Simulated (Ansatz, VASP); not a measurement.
MgS: VASP beside Ansatz

The input INCAR:

```
PREC     = Accurate       # precision mode
ENCUT    = 520            # plane-wave cutoff, eV
EDIFF    = 1E-6           # SCF threshold, eV
ISMEAR   = -1             # smearing method
SIGMA    = 0.02           # smearing width, eV
LREAL    = False          # projectors in reciprocal space
LASPH    = True           # aspherical terms in the spheres
NELM     = 80             # most SCF steps
ALGO     = Normal         # electronic algorithm
ISIF     = 2              # what is computed and relaxed
LWAVE    = False          # write WAVECAR
LCHARG   = False          # write CHGCAR
GGA      = PE             # functional
NBANDS   = 11             # bands
```

File KPOINTS:

```
regular mesh
0
Gamma
  8 8 8
```

POSCAR

```
MgS
1.0
    0.0000000000      2.6015179370      2.6098427944
    2.6015179370      0.0000000000      2.6098427944
    2.6015179370      2.6015179370      0.0000000000
Mg S
1 1
Direct
    0.0000000000      0.0000000000      0.0000000000
    0.5000000000      0.5000000000      0.5000000000
```

Input for Ansatz:

```yaml
crystal:
  lattice:
    - [0.0, 2.601517937, 2.6098427944]
    - [2.601517937, 0.0, 2.6098427944]
    - [2.601517937, 2.601517937, 0.0]
  atoms:
    - { symbol: Mg, position: [0.0, 0.0, 0.0] }
    - { symbol: S, position: [0.5, 0.5, 0.5] }
kpoints:
  mp_grid: { grid: [8, 8, 8] }
  band_path:
    path:
      - [0.0, 0.0, 0.0]
      - [0.5, 0.0, 0.5]
      - [0.625, 0.25, 0.625]
      - [0.375, 0.375, 0.75]
      - [0.5, 0.5, 0.5]
      - [0.5, 0.25, 0.75]
    npoints: 1
hamiltonian:
  xc: pbe
scf:
  occupations: { method: fermi_dirac, width: 0.02 }
  n_extra_bands: 4
output:
  forces: true
  stress: true
  eigenvalues: true
```

Change from the starting cell: uniaxial_z strain +0.3%.

Alike in both runs: task single point; functional PBE; k mesh 8 × 8 × 8; occupations fermi-dirac, width 0.02 eV; no spin polarisation.

|  | VASP | Ansatz |
| --- | --- | --- |
| version | VASP 6.6.1 | Ansatz 0.2.0 |
| potentials or method | VASP PAW PBE potentials, release 64 (Mg, S) | plane waves, PAW |
| plane-wave cutoff (eV) | 520 | 420 |
| valence electrons in the cell | 8 | 16 |

Ansatz gave:

| Quantity | Value |
| --- | --- |
| gap on the k mesh at the Fermi level (eV) | 2.77 |
| pressure (GPa) | 0.9 |
| traceless stress, the component that is largest in VASP (GPa) | -0.22 |

Task: Which values does VASP return?

Result: gap on the k mesh at the Fermi level (eV): 2.75; pressure (GPa): 0.6; traceless stress, the component that is largest in VASP (GPa): -0.22.

VASP's potentials hold 8 valence electrons a cell and Ansatz's 16, so a difference there can come from the potentials and not from the codes.
